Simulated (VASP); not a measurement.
# MnS (Fm-3m) in VASP: notebook, part 2 of 2

VASP 6.6.1. Earlier steps stand in the parts before.

## Step 3: Single point, PBE, collinear spin, ferromagnetic start

INCAR

```
ALGO     = Normal         # electronic algorithm
EDIFF    = 1E-6           # SCF threshold, eV
ENCUT    = 680            # plane-wave cutoff, eV
GGA      = PE             # functional
GGA_COMPAT= F            
ISIF     = 2              # what is computed and relaxed
ISMEAR   = -1             # smearing method
ISPIN    = 2              # spin polarisation
LASPH    = T              # aspherical terms in the spheres
LCHARG   = F              # write CHGCAR
LMAXMIX  = 4              # l up to which the mixer works
LORBIT   = 11             # projections on sites
LREAL    = F              # projectors in reciprocal space
LWAVE    = F              # write WAVECAR
MAGMOM   = 4 0            # initial moments
NBANDS   = 22             # bands
NELM     = 200            # most SCF steps
NUPDOWN  = 4.0            # fixed moment
PREC     = Accurate       # precision mode
SIGMA    = 0.05           # smearing width, eV
```

KPOINTS

```
k-points
0
Gamma
  7 7 7
```

POSCAR

```
MnS
1.0
    0.0000000000      2.6045000000      2.6045000000
    2.6045000000      0.0000000000      2.6045000000
    2.6045000000      2.6045000000      0.0000000000
Mn S
1 1
Direct
    0.0000000000      0.0000000000      0.0000000000
    0.5000000000      0.5000000000      0.5000000000
```

Potentials or basis: VASP PAW PBE potentials, release 64 (Mn_sv, S).

Launch:

```sh
> cat potpaw_PBE.64/Mn_sv/POTCAR potpaw_PBE.64/S/POTCAR > POTCAR
> mpirun -np 1 vasp_std > vasp.out
```

OUTCAR:

```text
EDIFF = 1E-6
   ENCUT = 680
   GGA = PE
   ISIF = 2
   ISMEAR = -1
   ISPIN = 2
   LASPH = T
   LORBIT = 11
   LREAL = F
   NELM = 200
   NUPDOWN = 4.0
   PREC = Accurate

 ion  position               nearest neighbor table
   1  0.000  0.000  0.000-   2 2.60   2 2.60   2 2.60   2 2.60   2 2.60   2 2.60
   2  0.500  0.500  0.500-   1 2.60   1 2.60   1 2.60   1 2.60   1 2.60   1 2.60

  LATTYP: Found a face centered cubic cell.
 ALAT       =     5.2090000000

  Lattice vectors:

 A1 = (   0.0000000000,   2.6045000000,   2.6045000000)
 A2 = (   2.6045000000,   0.0000000000,   2.6045000000)
 A3 = (   2.6045000000,   2.6045000000,   0.0000000000)

Analysis of symmetry for initial positions (statically):
=====================================================================
 Subroutine PRICEL returns:
 Original cell was already a primitive cell.

 Routine SETGRP: Setting up the symmetry group for a
 face centered cubic supercell.

 Subroutine GETGRP returns: Found 48 space group operations
 (whereof 48 operations were pure point group operations)
 out of a pool of 48 trial point group operations.

The static configuration has the point symmetry O_h .

Analysis of symmetry for dynamics (positions and initial velocities):
=====================================================================
 Subroutine PRICEL returns:
 Original cell was already a primitive cell.

 Routine SETGRP: Setting up the symmetry group for a
 face centered cubic supercell.

 Subroutine GETGRP returns: Found 48 space group operations
 (whereof 48 operations were pure point group operations)
 out of a pool of 48 trial point group operations.

The dynamic configuration has the point symmetry O_h .

Analysis of structural, dynamic, and magnetic symmetry:
=====================================================================
 Subroutine PRICEL returns:
 Original cell was already a primitive cell.

 Routine SETGRP: Setting up the symmetry group for a
 face centered cubic supercell.

 Subroutine GETGRP returns: Found 48 space group operations
 (whereof 48 operations were pure point group operations)
 out of a pool of 48 trial point group operations.

The overall configuration has the point symmetry O_h .

 Subroutine INISYM returns: Found 48 space group operations
 (whereof 48 operations are pure point group operations),
 and found     1 'primitive' translations

----------------------------------------------------------------------------------------

                                     Primitive cell

  volume of cell :      35.3348

  direct lattice vectors                    reciprocal lattice vectors
     0.000000000  2.604500000  2.604500000    -0.191975427  0.191975427  0.191975427
     2.604500000  0.000000000  2.604500000     0.191975427 -0.191975427  0.191975427
     2.604500000  2.604500000  0.000000000     0.191975427  0.191975427 -0.191975427

  length of vectors
     3.683319223  3.683319223  3.683319223     0.332511194  0.332511194  0.332511194

  position of ions in fractional coordinates (direct lattice)
[... 61 lines left out ...]
   ions per type =               1   1
   NGX,Y,Z   is equivalent  to a cutoff of  14.44, 14.44, 14.44 a.u.
   NGXF,Y,Z  is equivalent  to a cutoff of  28.89, 28.89, 28.89 a.u.
 SYSTEM =  unknown system
   PREC   = accura    normal or accurate (medium, high low for compatibility)
   ISTART =      0    job   : 0-new  1-cont  2-samecut
   ICHARG =      2    charge: 1-file 2-atom 10-const
   ISPIN  =      2    spin polarized calculation?
   LNONCOLLINEAR =      F non collinear calculations
   LSORBIT =      F    spin-orbit coupling
   LASPH  =      T    aspherical Exc in radial PAW
   ENCUT  =  680.0 eV  49.98 Ry    7.07 a.u.   7.83  7.83  7.83*2*pi/ulx,y,z
   NELM   =    200;   NELMIN=  2; NELMDL= -5     # of ELM steps
   EDIFF  = 0.1E-05   stopping-criterion for ELM
   LREAL  =      F    real-space projection
   EDIFFG = 0.1E-04   stopping-criterion for IOM
   NSW    =      0    number of steps for IOM
   IBRION =     -1    ionic relax: 0-MD 1-quasi-New 2-CG
   NFREE  =      0    steps in history (QN), initial steepest desc. (CG)
   ISIF   =      2    stress and relaxation
   ISYM   =      2    0-nonsym 1-usesym 2-fastsym
   POTIM  = 0.5000    time-step for ionic-motion
   TEBEG  =    0.0;   TEEND  =   0.0 temperature during run
   PSTRESS=    0.0 pullay stress
   NELECT =      21.0000    total number of electrons
   NUPDOWN=       4.0000    fix difference up-down
   EMIN   =  10.00;   EMAX   =-10.00  energy-range for DOS
   EFERMI =   0.00;   METHOD = LEGACY
   ISMEAR =    -1;   SIGMA  =   0.05  broadening in eV -4-tet -1-fermi 0-gaus
   EFERMI_NEDOS =   21; number of points for ismear=-14 and -15
   IALGO  =     38    algorithm
   IMIX   =      4    mixing-type and parameters
     AMIX     =   0.40;   BMIX     =  1.00
     AMIX_MAG =   1.60;   BMIX_MAG =  1.00
  volume/ion in A,a.u.               =      17.67       119.23
  Fermi-wavevector in a.u.,A,eV,Ry     =   1.376407  2.601032 25.776190  1.894496
  Thomas-Fermi vector in A             =   2.501655
   LORBIT       =     11    0 simple, 1 ext, 2 COOP (PROOUT), +10 PAW based schemes
   GGA     = PE    functional components
   LHFCALC =     F    Hartree Fock is set to
   AEXX    =    0.0000 exact exchange contribution
   IVDW    =     0    specifies the selected vdW correction
   LEPSILON=     F    determine dielectric tensor
   LRPA    =     F    only Hartree local field effects (RPA)
 spin polarized calculation
  energy-cutoff  :      680.00
  volume of cell :       35.33
 maximum number of plane-waves:      1436
   NGX = 15   NGY = 15   NGZ = 15

 number of electron      20.9999996 magnetization       3.9999998

 Free energy of the ion-electron system (eV)
  ---------------------------------------------------
  ext. energy  EPLUGINS =         0.00000000
  ---------------------------------------------------
  free energy    TOTEN  =       -13.94971588 eV

  energy without entropy =      -13.93295584  energy(sigma->0) =      -13.94133586

 E-fermi :   8.1030     XC(G=0): -10.7075

 val. band max:        8.0748825081   @ k =  -0.4286   0.2857   0.0000
 cond. band min:       7.4109146672   @ k =   0.4286   0.2857   0.1429
 fundamental gap:     -0.6639678409
 Fermi energy:         7.2010611266

 spin component 1

 k-point     1 :       0.0000    0.0000    0.0000
  band No.  band energies     occupation
      1     -73.8524      1.00000
      2     -42.5987      1.00000
      3     -42.5987      1.00000
      4     -42.5987      1.00000
      5      -6.9404      1.00000
      6       4.6506      1.00000
[... 489 lines left out ...]
     21      24.4078      0.00000
     22      26.4399      0.00000
 Fermi energy:         8.1030211831

 spin component 2

 k-point     1 :       0.0000    0.0000    0.0000
  band No.  band energies     occupation
      1     -69.7389      1.00000
      2     -38.5629      1.00000
      3     -38.5629      1.00000
      4     -38.5629      1.00000
      5      -6.8380      1.00000
      6       5.7797      1.00000
[... 489 lines left out ...]
     21      24.8751      0.00000
     22      27.1942      0.00000

------------------------ aborting loop because EDIFF is reached ----------------------------------------

  FORCE on cell =-STRESS in cart. coord.  units (eV):
  Direction    XX          YY          ZZ          XY          YZ          ZX
  --------------------------------------------------------------------------------------
  -------------------------------------------------------------------------------------
  Total       -2.2314164     -2.2314164     -2.2314164      0.0000000      0.0000000     -0.0000000
  in kB     -101.1784728   -101.1784728   -101.1784728      0.0000000      0.0000000     -0.0000000
  external PRESSURE =    -101.1784728 kB  Pullay stress =       0.0000000 kB

 VOLUME and BASIS-vectors are now :
 -----------------------------------------------------------------------------
  energy-cutoff  :      680.00
  volume of cell :       35.33
      direct lattice vectors                 reciprocal lattice vectors
     0.000000000  2.604500000  2.604500000    -0.191975427  0.191975427  0.191975427
     2.604500000  0.000000000  2.604500000     0.191975427 -0.191975427  0.191975427
     2.604500000  2.604500000  0.000000000     0.191975427  0.191975427 -0.191975427

 POSITION                                       TOTAL-FORCE (eV/Angst)
 -----------------------------------------------------------------------------------
      0.00000      0.00000      0.00000         0.000000     -0.000000      0.000000
      2.60450      2.60450      2.60450        -0.000000      0.000000     -0.000000
 -----------------------------------------------------------------------------------
    total drift:                                0.000000     -0.000000     -0.000000

  FREE ENERGIE OF THE ION-ELECTRON SYSTEM (eV)
  ---------------------------------------------------
  free  energy   TOTEN  =       -13.9497158806 eV

  energy  without entropy=      -13.9329558356  energy(sigma->0) =      -13.94133586

 total charge

# of ion       s       p       d       tot
------------------------------------------
    1        2.122   6.003   4.682  12.807
    2        1.331   2.352   0.000   3.682
--------------------------------------------------
tot          3.453   8.355   4.682  16.490

 magnetization (x)

# of ion       s       p       d       tot
------------------------------------------
    1        0.033   0.015   3.578   3.626
    2        0.019  -0.035   0.000  -0.016
--------------------------------------------------
tot          0.052  -0.020   3.578   3.611
```

It took 36 s on 1 thread of Intel Xeon Platinum 8259CL at 2.50GHz (Skylake/Cascade Lake), shared host; peak memory 0.21 GiB.

Results:

```
Free energy                                           : -13.9497 eV
Pressure                                              : -10.1 GPa
Net moment                                            : 4.00 μB per cell
Site moments                                          : Mn +3.63; S -0.02 μB
Valence electrons inside the program's atomic spheres : Mn 12.81; S 3.68
```

Caveat: the cell stands under tension; the total moment is fixed, so each spin has its own Fermi level and the state may be an excited one; a cell with one magnetic atom can't hold antiferromagnetic order, which such compounds often take.

## Step 4: Single point, LDA, collinear spin, ferromagnetic start

INCAR

```
PREC = Accurate
ENCUT = 680
EDIFF = 1E-6
ISMEAR = -1
SIGMA = 0.05
LREAL = False
LASPH = True
NELM = 200
ALGO = Normal
ISIF = 2
LWAVE = False
LCHARG = False
ISPIN = 2
MAGMOM = 4 0
LORBIT = 11
LMAXMIX = 4
NBANDS = 22
GGA_COMPAT = False
```

KPOINTS

```
Automatic mesh
0
Gamma
  7 7 7
```

POSCAR is that of step 3.

Potentials or basis: VASP PAW LDA potentials, release 64 (Mn_sv, S).

Launch:

```sh
> cat potpaw_LDA.64/Mn_sv/POTCAR potpaw_LDA.64/S/POTCAR > POTCAR
> mpirun -np 1 vasp_std > vasp.out
```

Run time: 31 s. Hardware: 1 thread of AMD EPYC 9R45 (Zen 5), shared host; peak memory 0.15 GiB.

The run converged. Its results:

```
Free energy                                           : -15.0256 eV
Pressure                                              : -12.3 GPa
Net moment                                            : 4.54 μB per cell
Site moments                                          : Mn +3.90; S +0.10 μB
Valence electrons inside the program's atomic spheres : Mn 12.80; S 3.69
```

Levels at points of the mesh, in eV from the Fermi level:
Spin up:
```csv
k point,band 10,band 11,band 12,band 13,band 14,band 15,band 16,band 17
"(0.00, 0.00, 0.00)",-2.96,-1.80,-1.80,-1.80,1.76,8.70,8.70,8.70
```
Spin down:
```csv
k point,band 5,band 6,band 7,band 8,band 9,band 10,band 11,band 12
"(0.00, 0.00, 0.00)",-14.14,-1.53,-1.53,-1.53,0.09,0.09,0.09,0.20
```

Caveat: the cell stands under tension; a cell with one magnetic atom can't hold antiferromagnetic order, which such compounds often take; semilocal functionals often make such compounds metallic where correlation or magnetic order opens a gap, which also shifts bond lengths. With open d or f shells a metallic result of LDA can be an artefact of self-interaction; +U or a hybrid may open a gap.

## Step 5: Single point, PBEsol, collinear spin, ferromagnetic start

This run uses another cell than the first one, of 14.85 Å³/atom.

INCAR

```
SYSTEM = MnS
PREC     = Accurate       ! precision mode
ENCUT    = 520            ! plane-wave cutoff, eV
EDIFF    = 1E-7           ! SCF threshold, eV
ISMEAR   = -1             ! smearing method
SIGMA    = 0.05           ! smearing width, eV
LREAL    = .FALSE.        ! projectors in reciprocal space
LASPH    = .TRUE.         ! aspherical terms in the spheres
NELM     = 150            ! most SCF steps
ALGO     = Normal         ! electronic algorithm
ISIF     = 2              ! what is computed and relaxed
LWAVE    = .FALSE.        ! write WAVECAR
LCHARG   = .FALSE.        ! write CHGCAR
ISPIN    = 2              ! spin polarisation
MAGMOM   = 4 0            ! initial moments
LORBIT   = 11             ! projections on sites
LMAXMIX  = 4              ! l up to which the mixer works
GGA      = PS             ! functional
NBANDS   = 20             ! bands
```

KPOINTS

```
Automatic mesh
0
G
  9 9 9
  0 0 0
```

POSCAR

```
MnS
1.0
    0.0000000000      2.4581040914      2.4581040914
    2.4581040914      0.0000000000      2.4581040914
    2.4581040914      2.4581040914      0.0000000000
Mn S
1 1
Direct
    0.0000000000      0.0000000000      0.0000000000
    0.5000000000      0.5000000000      0.5000000000
```

Potentials or basis: VASP PAW PBE potentials, release 64 (Mn_pv, S).

Launch:

```sh
> cat potpaw_PBE.64/Mn_pv/POTCAR potpaw_PBE.64/S/POTCAR > POTCAR
> mpirun -np 1 vasp_std > vasp.out
```

Wall time 73 s (1 thread of AMD EPYC 9755, shared host); peak memory 0.15 GiB.

It converged, with:

```yaml
Free_energy: -14.9879 eV
Pressure: 0.2 GPa
Net_moment: 3.99 μB per cell
Site_moments: Mn +3.70; S +0.05 μB
Valence_electrons_inside_the_program's_atomic_spheres: Mn 11.52; S 3.72
```

Levels at points of the mesh, in eV from the Fermi level:
Spin up:
```
           k point  band 10  band 11  band 12  band 13  band 14  band 15
(0.00, 0.00, 0.00)    -2.05    -2.05    -2.05     3.15     9.05     9.05
```
Spin down:
| k point | band 6 | band 7 | band 8 | band 9 | band 10 | band 11 |
| --- | --- | --- | --- | --- | --- | --- |
| (0.00, 0.00, 0.00) | -1.86 | -1.86 | -0.33 | -0.33 | -0.33 | -0.20 |

Caveat: the PAW data sets were made with another functional, which shifts forces and pressure a little; a cell with one magnetic atom can't hold antiferromagnetic order, which such compounds often take; semilocal functionals often make such compounds metallic where correlation or magnetic order opens a gap, which also shifts bond lengths. With open d or f shells a metallic result of PBEsol can be an artefact of self-interaction; +U or a hybrid may open a gap.

## Step 6: The runs side by side

| task | level | potentials or basis | fixed moment (μB) | cell | k mesh | cutoff (eV) | gap on the mesh (eV) | pressure (GPa) | moment (μB) |
| --- | --- | --- | --- | --- | --- | --- | --- | --- | --- |
| relaxation of cell and atoms | PBEsol+D3(BJ) | VASP PAW PBE potentials, release 64 (Mn_pv, S) | - | relaxed from a = 3.683 Å, angles 60.0°, 2 atoms | 9 × 9 × 9 | 600 | none | 0.0 | 3.93 |
| single point | PBE | VASP PAW PBE potentials, release 64 (Mn_sv, S) | 4.0 | a = 3.683 Å, angles 60.0°, 2 atoms | 7 × 7 × 7 | 680 | - | -10.1 | 4.00 |
| single point | LDA | VASP PAW LDA potentials, release 64 (Mn_sv, S) | - | a = 3.683 Å, angles 60.0°, 2 atoms | 7 × 7 × 7 | 680 | none | -12.3 | 4.54 |
| single point | PBEsol | VASP PAW PBE potentials, release 64 (Mn_pv, S) | - | a = 3.476 Å, angles 60.0°, 2 atoms | 9 × 9 × 9 | 520 | none | 0.2 | 3.99 |

Alike in all rows: spin collinear, ferromagnetic start; smearing fermi-dirac 0.05 eV.

Caveats: a cell with one magnetic atom can't hold antiferromagnetic order, which such compounds often take; semilocal functionals often make such compounds metallic where correlation or magnetic order opens a gap, which also shifts bond lengths (at least some runs); the PAW data sets were made with another functional, which shifts forces and pressure a little (at least some runs); the cell stands under tension (at least some runs); the volume moved by over 15 % at a fixed basis, so the end points are rough (at least some runs); the total moment is fixed, so each spin has its own Fermi level and the state may be an excited one (at least some runs).

Absolute energies hang on the potentials; compare differences alone.

The gap in the log of VASP goes by the Fermi energy; the results here count the filled bands.